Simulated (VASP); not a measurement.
# AlNi (Cmmm) in VASP: single point with r2SCAN

Aim: the single point of AlNi with r2SCAN.

Everything below comes from runs of VASP 6.6.1. Logs are shortened: lines on timing, memory, paths and dates and some standing lists are left out, and cuts for length are marked.

### 1 The cell of the first run

The structure is orthorhombic, space group Cmmm (No. 65). The conventional cell has a = 3.966 Å, b = 3.995 Å, c = 3.170 Å, α = 90.00°, β = 90.00°, γ = 90.00°. Al (site symmetry mmm) has 8 Ni at 2.54 to 2.55 Å and 6 Al at 2.81 to 3.17 Å within 3.4 Å. Ni (site symmetry mmm) has 8 Al at 2.54 to 2.55 Å and 6 Ni at 2.81 to 3.17 Å within 3.4 Å.

### 2 Single point, r2SCAN, collinear spin, ferromagnetic start

POSCAR

```
AlNi
1.0
    1.9829139075     -1.9977407020      0.0000000000
    1.9829139075      1.9977407020      0.0000000000
    0.0000000000      0.0000000000      3.1701253172
Al Ni
1 1
Direct
    0.0000000000      0.0000000000      0.0000000000
    0.5000000000      0.5000000000      0.5000000000
```

INCAR.step1

```
SYSTEM = AlNi
ALGO     = Normal         ! electronic algorithm
EDIFF    = 1E-4           ! SCF threshold, eV
ENCUT    = 520            ! plane-wave cutoff, eV
GGA      = PE             ! functional
ISMEAR   = -1             ! smearing method
ISPIN    = 2              ! spin polarisation
LASPH    = .TRUE.         ! aspherical terms in the spheres
LCHARG   = .FALSE.        ! write CHGCAR
LMAXMIX  = 4              ! l up to which the mixer works
LREAL    = .FALSE.        ! projectors in reciprocal space
LWAVE    = .TRUE.         ! write WAVECAR
MAGMOM   = 0 1            ! initial moments
NBANDS   = 18             ! bands
NELM     = 150            ! most SCF steps
PREC     = Accurate       ! precision mode
SIGMA    = 0.1            ! smearing width, eV
```

INCAR.step2

```
SYSTEM = AlNi
ALGO     = Normal         ! electronic algorithm
EDIFF    = 1E-7           ! SCF threshold, eV
ENCUT    = 520            ! plane-wave cutoff, eV
ISIF     = 2              ! what is computed and relaxed
ISMEAR   = -1             ! smearing method
ISPIN    = 2              ! spin polarisation
ISTART   = 1            
LASPH    = .TRUE.         ! aspherical terms in the spheres
LCHARG   = .TRUE.         ! write CHGCAR
LELF     = .TRUE.         ! ELF
LMAXMIX  = 4              ! l up to which the mixer works
LMIXTAU  = .TRUE.       
LORBIT   = 11             ! projections on sites
LREAL    = .FALSE.        ! projectors in reciprocal space
LVHAR    = .TRUE.       
LWAVE    = .FALSE.        ! write WAVECAR
MAGMOM   = 0 1            ! initial moments
METAGGA  = R2SCAN         ! meta-GGA
NBANDS   = 18             ! bands
NELM     = 150            ! most SCF steps
PREC     = Accurate       ! precision mode
SIGMA    = 0.1            ! smearing width, eV
```

KPOINTS

```
k-points
0
G
  10 10 9
  0 0 0
```

Potentials or basis: VASP PAW PBE potentials, release 64 (Al, Ni).

The run is started by

```sh
$ cat potpaw_PBE.64/Al/POTCAR potpaw_PBE.64/Ni/POTCAR > POTCAR
$ cp INCAR.step1 INCAR
$ mpirun -np 1 vasp_std > vasp.out
$ cp INCAR.step2 INCAR
$ mpirun -np 1 vasp_std > vasp.out
```

OUTCAR:

```text
SYSTEM = AlNi
   EDIFF = 1E-7
   ENCUT = 520
   ISIF = 2
   ISMEAR = -1
   ISPIN = 2
   ISTART = 1
   LASPH = .TRUE.
   LORBIT = 11
   LREAL = .FALSE.
   METAGGA = R2SCAN
   NELM = 150
   PREC = Accurate

 ion  position               nearest neighbor table
   1  0.000  0.000  0.000-   2 2.54   2 2.54   2 2.54   2 2.54   2 2.55   2 2.55   2 2.55   2 2.55

   2  0.500  0.500  0.500-   1 2.54   1 2.54   1 2.54   1 2.54   1 2.55   1 2.55   1 2.55   1 2.55

  LATTYP: Found a base centered orthorhombic cell.
 ALAT       =     3.9658278150
 B/A-ratio  =     1.0074772760
 C/A-ratio  =     0.7993603013

  Lattice vectors:

 A1 = (   1.9829139075,  -1.9977407020,   0.0000000000)
 A2 = (   1.9829139075,   1.9977407020,   0.0000000000)
 A3 = (   0.0000000000,   0.0000000000,   3.1701253172)

Analysis of symmetry for initial positions (statically):
=====================================================================
 Subroutine PRICEL returns:
 Original cell was already a primitive cell.

 Routine SETGRP: Setting up the symmetry group for a
 base centered orthorhombic supercell.

 Subroutine GETGRP returns: Found  8 space group operations
 (whereof  8 operations were pure point group operations)
 out of a pool of  8 trial point group operations.

The static configuration has the point symmetry D_2h.

Analysis of symmetry for dynamics (positions and initial velocities):
=====================================================================
 Subroutine PRICEL returns:
 Original cell was already a primitive cell.

 Routine SETGRP: Setting up the symmetry group for a
 base centered orthorhombic supercell.

 Subroutine GETGRP returns: Found  8 space group operations
 (whereof  8 operations were pure point group operations)
 out of a pool of  8 trial point group operations.

The dynamic configuration has the point symmetry D_2h.

Analysis of structural, dynamic, and magnetic symmetry:
=====================================================================
 Subroutine PRICEL returns:
 Original cell was already a primitive cell.

 Routine SETGRP: Setting up the symmetry group for a
 base centered orthorhombic supercell.

 Subroutine GETGRP returns: Found  8 space group operations
 (whereof  8 operations were pure point group operations)
 out of a pool of  8 trial point group operations.

The overall configuration has the point symmetry D_2h.

 Subroutine INISYM returns: Found  8 space group operations
 (whereof  8 operations are pure point group operations),
 and found     1 'primitive' translations

----------------------------------------------------------------------------------------

                                     Primitive cell

  volume of cell :      25.1159

  direct lattice vectors                    reciprocal lattice vectors
     1.982913907 -1.997740702  0.000000000     0.252154165 -0.250282732  0.000000000
     1.982913907  1.997740702  0.000000000     0.252154165  0.250282732  0.000000000
     0.000000000  0.000000000  3.170125317     0.000000000  0.000000000  0.315444943

  length of vectors
     2.814767393  2.814767393  3.170125317     0.355279001  0.355279001  0.315444943

  position of ions in fractional coordinates (direct lattice)
     0.000000000  0.000000000  0.000000000
     0.500000000  0.500000000  0.500000000

  ion indices of the primitive-cell ions
   primitive index   ion index
                 1           1
                 2           2

----------------------------------------------------------------------------------------

 KPOINTS: k-points

Automatic generation of k-mesh.
 Grid dimensions read from file:
 generate k-points for:   10   10    9

 Generating k-lattice:

  Cartesian coordinates                     Fractional coordinates (reciprocal lattice)
     0.025215416 -0.025028273  0.000000000     0.100000000 -0.000000000  0.000000000
     0.025215416  0.025028273  0.000000000    -0.000000000  0.100000000  0.000000000
     0.000000000  0.000000000  0.035049438     0.000000000  0.000000000  0.111111111

  Length of vectors
     0.035527900  0.035527900  0.035049438

  Shift w.r.t. Gamma in fractional coordinates (k-lattice)
     0.000000000  0.000000000  0.000000000

 Subroutine IBZKPT returns following result:
 ===========================================

 Found    155 irreducible k-points:

 Following reciprocal coordinates:
            Coordinates               Weight
  0.000000  0.000000  0.000000      1.000000
  0.100000 -0.000000  0.000000      4.000000
  0.200000 -0.000000  0.000000      4.000000
  0.300000  0.000000  0.000000      4.000000
  0.400000  0.000000  0.000000      4.000000
  0.500000 -0.000000  0.000000      2.000000
[... 16 lines left out ...]
  0.300000  0.300000  0.000000      2.000000
  0.400000  0.300000  0.000000      4.000000
 [... further k-points ...]
   k-points           NKPTS =    155   k-points in BZ     NKDIM =    155   number of bands    NBANDS=     18
   number of dos      NEDOS =    301   number of ions     NIONS =      2
   total plane-waves  NPLWV =  13824
   dimension x,y,z NGX =    24 NGY =   24 NGZ =   24
   dimension x,y,z NGXF=    48 NGYF=   48 NGZF=   48
   ions per type =               1   1
   NGX,Y,Z   is equivalent  to a cutoff of  14.17, 14.17, 12.59 a.u.
   NGXF,Y,Z  is equivalent  to a cutoff of  28.35, 28.35, 25.17 a.u.
 SYSTEM =  AlNi
   PREC   = accura    normal or accurate (medium, high low for compatibility)
   ISTART =      1    job   : 0-new  1-cont  2-samecut
   ICHARG =      0    charge: 1-file 2-atom 10-const
   ISPIN  =      2    spin polarized calculation?
   LNONCOLLINEAR =      F non collinear calculations
   LSORBIT =      F    spin-orbit coupling
   LASPH  =      T    aspherical Exc in radial PAW
   ENCUT  =  520.0 eV  38.22 Ry    6.18 a.u.   5.23  5.23  5.89*2*pi/ulx,y,z
   NELM   =    150;   NELMIN=  2; NELMDL=  0     # of ELM steps
   EDIFF  = 0.1E-06   stopping-criterion for ELM
   LREAL  =      F    real-space projection
   EDIFFG = 0.1E-05   stopping-criterion for IOM
   NSW    =      0    number of steps for IOM
   IBRION =     -1    ionic relax: 0-MD 1-quasi-New 2-CG
   NFREE  =      0    steps in history (QN), initial steepest desc. (CG)
   ISIF   =      2    stress and relaxation
   ISYM   =      2    0-nonsym 1-usesym 2-fastsym
   POTIM  = 0.5000    time-step for ionic-motion
   TEBEG  =    0.0;   TEEND  =   0.0 temperature during run
   PSTRESS=    0.0 pullay stress
   NELECT =      13.0000    total number of electrons
   NUPDOWN=      -1.0000    fix difference up-down
   EMIN   =  10.00;   EMAX   =-10.00  energy-range for DOS
   EFERMI =   0.00;   METHOD = LEGACY
   ISMEAR =    -1;   SIGMA  =   0.10  broadening in eV -4-tet -1-fermi 0-gaus
   EFERMI_NEDOS =   21; number of points for ismear=-14 and -15
   IALGO  =     38    algorithm
   IMIX   =      4    mixing-type and parameters
     AMIX     =   0.40;   BMIX     =  1.00
     AMIX_MAG =   1.60;   BMIX_MAG =  1.00
  volume/ion in A,a.u.               =      12.56        84.75
  Fermi-wavevector in a.u.,A,eV,Ry     =   1.314436  2.483924 23.507361  1.727742
  Thomas-Fermi vector in A             =   2.444689
   LORBIT       =     11    0 simple, 1 ext, 2 COOP (PROOUT), +10 PAW based schemes
   METAGGA = R2SCAN    functional components
   LHFCALC =     F    Hartree Fock is set to
   AEXX    =    0.0000 exact exchange contribution
   IVDW    =     0    specifies the selected vdW correction
   LEPSILON=     F    determine dielectric tensor
   LRPA    =     F    only Hartree local field effects (RPA)
 spin polarized calculation
  energy-cutoff  :      520.00
  volume of cell :       25.12
 maximum number of plane-waves:       690
 NGX is ok and might be reduce to    24
   NGX = 11   NGY = 11   NGZ = 11

 number of electron      12.9999989 magnetization       0.0000103

 Free energy of the ion-electron system (eV)
  ---------------------------------------------------
  ext. energy  EPLUGINS =         0.00000000
  ---------------------------------------------------
  free energy    TOTEN  =       -19.98413698 eV

  energy without entropy =      -19.95269660  energy(sigma->0) =      -19.96841679

 E-fermi :   9.2708     XC(G=0): -12.7574

 val. band max:        9.2401538512   @ k =  -0.4000   0.2000   0.1111
 cond. band min:       9.2944306589   @ k =   0.4000   0.3000   0.1111
 fundamental gap:      0.0542768077
 Fermi energy:         9.2708402154

 spin component 1

 k-point     1 :       0.0000    0.0000    0.0000
  band No.  band energies     occupation
      1      -2.1060      1.00000
      2       6.0257      1.00000
      3       6.2098      1.00000
      4       7.6922      1.00000
      5       7.7099      1.00000
      6       7.9279      1.00000
[... 10 lines left out ...]
     17      33.0673      0.00000
     18      33.0839      0.00000
[... 463 lines left out ...]
 k-point    24 :       0.4000    0.3000    0.0000
  band No.  band energies     occupation
      1       2.5838      1.00000
      2       5.2054      1.00000
      3       6.7131      1.00000
      4       6.9099      1.00000
      5       7.2039      1.00000
      6       7.2062      1.00000
[... 10 lines left out ...]
     17      32.7440      0.00000
     18      33.5582      0.00000

 [... further k-points ...]

 spin component 2

 k-point     1 :       0.0000    0.0000    0.0000
  band No.  band energies     occupation
      1      -2.1060      1.00000
      2       6.0258      1.00000
      3       6.2098      1.00000
      4       7.6922      1.00000
      5       7.7099      1.00000
      6       7.9279      1.00000
[... 10 lines left out ...]
     17      33.0672      0.00000
     18      33.0838      0.00000
[... 463 lines left out ...]
 k-point    24 :       0.4000    0.3000    0.0000
  band No.  band energies     occupation
      1       2.5838      1.00000
      2       5.2054      1.00000
      3       6.7131      1.00000
      4       6.9099      1.00000
      5       7.2039      1.00000
      6       7.2062      1.00000
[... 10 lines left out ...]
     17      32.7440      0.00000
     18      33.5582      0.00000

 [... further k-points ...]

------------------------ aborting loop because EDIFF is reached ----------------------------------------

  FORCE on cell =-STRESS in cart. coord.  units (eV):
  Direction    XX          YY          ZZ          XY          YZ          ZX
  --------------------------------------------------------------------------------------
  -------------------------------------------------------------------------------------
  Total       -1.1052192     -1.3224582     -2.1919808      0.0000000      0.0000000      0.0000000
  in kB      -70.5033232    -84.3612744   -139.8292195      0.0000000      0.0000000      0.0000000
  external PRESSURE =     -98.2312724 kB  Pullay stress =       0.0000000 kB

 VOLUME and BASIS-vectors are now :
 -----------------------------------------------------------------------------
  energy-cutoff  :      520.00
  volume of cell :       25.12
      direct lattice vectors                 reciprocal lattice vectors
     1.982913907 -1.997740702  0.000000000     0.252154165 -0.250282732  0.000000000
     1.982913907  1.997740702  0.000000000     0.252154165  0.250282732  0.000000000
     0.000000000  0.000000000  3.170125317     0.000000000  0.000000000  0.315444943

 POSITION                                       TOTAL-FORCE (eV/Angst)
 -----------------------------------------------------------------------------------
      0.00000      0.00000      0.00000         0.000000      0.000000      0.000000
      1.98291      0.00000      1.58506        -0.000000      0.000000      0.000000
 -----------------------------------------------------------------------------------
    total drift:                                0.000000      0.000000     -0.000000

  FREE ENERGIE OF THE ION-ELECTRON SYSTEM (eV)
  ---------------------------------------------------
  free  energy   TOTEN  =       -19.9841369829 eV

  energy  without entropy=      -19.9526966022  energy(sigma->0) =      -19.96841679

 total charge

# of ion       s       p       d       tot
------------------------------------------
    1        0.377   0.407   0.000   0.784
    2        0.468   0.499   8.455   9.423
--------------------------------------------------
tot          0.846   0.906   8.455  10.207

 magnetization (x)

# of ion       s       p       d       tot
------------------------------------------
    1        0.000   0.000   0.000   0.000
    2        0.000  -0.000   0.000   0.000
--------------------------------------------------
tot          0.000   0.000   0.000   0.000
```

Run time: 9.7 min. Hardware: 1 thread of AMD EPYC 7R43 (Zen 3), shared host; peak memory 0.2 GiB.

Results:

- Free energy: -19.9841 eV
- Pressure: -9.8 GPa
- Net moment: 0.00 μB per cell
- Valence electrons inside the program's atomic spheres: Al 0.78; Ni 9.42

Stress tensor (GPa, compression positive):
```
 -7.05   0.00   0.00
  0.00  -8.44   0.00
  0.00   0.00 -13.98
```

Levels at points of the mesh, in eV from the Fermi level:
Spin up:
```tsv
k point	band 3	band 4	band 5	band 6	band 7	band 8	band 9	band 10	band 11	band 12
(0.00, 0.00, 0.00)	-3.06	-1.58	-1.56	-1.34	2.98	7.14	7.15	7.20	8.74	14.69
(0.50, 0.00, 0.00)	-2.63	-2.62	-2.01	-1.46	-0.35	7.95	8.17	9.36	11.86	12.79
(0.50, 0.50, 0.00)	-2.47	-2.34	-2.32	-2.31	-0.79	2.18	3.14	10.99	13.78	13.79
```
Spin down:
```
           k point  band 3  band 4  band 5  band 6  band 7  band 8  band 9  band 10  band 11  band 12
(0.00, 0.00, 0.00)   -3.06   -1.58   -1.56   -1.34    2.98    7.14    7.15     7.20     8.74    14.69
(0.50, 0.00, 0.00)   -2.63   -2.62   -2.01   -1.46   -0.35    7.95    8.17     9.36    11.86    12.79
(0.50, 0.50, 0.00)   -2.47   -2.34   -2.32   -2.31   -0.79    2.18    3.14    10.99    13.78    13.79
```

Caveat: the cell stands under tension; the PAW data sets were made with another functional, which shifts forces and pressure a little.
